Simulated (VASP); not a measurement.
Set up this calculation in VASP 6.6.1, as the native input.

```
Task                   : single point
Functional             : LDA
Potentials or basis    : VASP PAW LDA potentials, release 64 (Cu)
Cutoff                 : 520 eV
k mesh                 : 20 × 20 × 12
Occupations            : gaussian, width 0.15 eV
Spin                   : no spin polarisation
Dipole correction      : no
Further INCAR settings : ALGO = Fast; EDIFF = 1e-07; NBANDS = 18
```

The structure of Cu lies in POSCAR:

```
Cu
1.0
   -1.4273957350      1.4273957350      1.3410790631
    1.4273957350     -1.4273957350      1.3410790631
    2.8547914700      2.8547914700      0.0000000000
Cu
2
Direct
    0.0235902535     -0.1317121413      0.0000000000
    0.4764097465      0.6317121413      0.5000000000
```

This cell differs from its parent crystal: atoms displaced along several vibrational modes.

The input as run:

INCAR

```
SYSTEM = Cu
ALGO = Fast ; EDIFF = 1E-7
ENCUT = 520 ; GGA = CA
ISIF = 2 ; ISMEAR = 0
LASPH = .True. ; LCHARG = .True.
LELF = .True. ; LREAL = .False.
LVHAR = .True. ; LWAVE = .False.
NBANDS = 18 ; NELM = 100
PREC = Accurate ; SIGMA = 0.15
```

KPOINTS

```
k-points
0
Gamma
  20 20 12
  0 0 0
```

Potentials or basis: VASP PAW LDA potentials, release 64 (Cu).

Launch:

```sh
$ cat potpaw_LDA.64/Cu/POTCAR > POTCAR
$ mpirun -np 1 vasp_std > vasp.out
```

It gave:

* Pressure: 3.4 GPa
* Largest force: 0.508 eV/Å
* Band gap on the k mesh: zero (bands 11 and 12 overlap by 6.16 eV)

Caveat: the cell differs from its parent crystal (atoms displaced along several vibrational modes); the stress differs along the axes, from -4 to 7 GPa.

It took 13 min on 1 thread of Intel Xeon 8259CL (shared host), peak memory 0.52 GiB.
